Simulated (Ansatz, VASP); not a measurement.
Hf in VASP and in Ansatz

```
Hf
1.0
     3.13144    0.00000    0.00000
    -1.56572    2.71191    0.00000
     0.00000    0.00000    4.95455
Hf
2
Direct
  0.66667 0.33333 0.75000
  0.33333 0.66667 0.25000
```

Alike in both runs: task single point; functional r2SCAN; k mesh 10 × 10 × 5; occupations fermi-dirac, width 0.05 eV; no spin polarisation.

```csv
,VASP,Ansatz
version,VASP 6.6.1,Ansatz 0.2.0
potentials or method,"VASP PAW PBE potentials, release 64 (Hf_pv)",Ansatz PAW
plane-wave cutoff (eV),520,500
valence electrons in the cell,20,52
```

VASP gave:

```
gap on the k mesh at the Fermi level (eV)                     : none
pressure (GPa)                                                : 6.6
traceless stress, the component that is largest in VASP (GPa) : -0.63
```

Question: Which values does Ansatz return?

Answer: gap on the k mesh at the Fermi level (eV): none; pressure (GPa): 7.1; traceless stress, the component that is largest in VASP (GPa): -0.47.

VASP's potentials were made for PBE, not for r2SCAN. A gap of «none» marks a metal or a gap that the smearing closes. VASP's potentials hold 20 valence electrons a cell and Ansatz's 52, so a difference there can come from the potentials and not from the codes.

Spin-orbit coupling is off throughout.
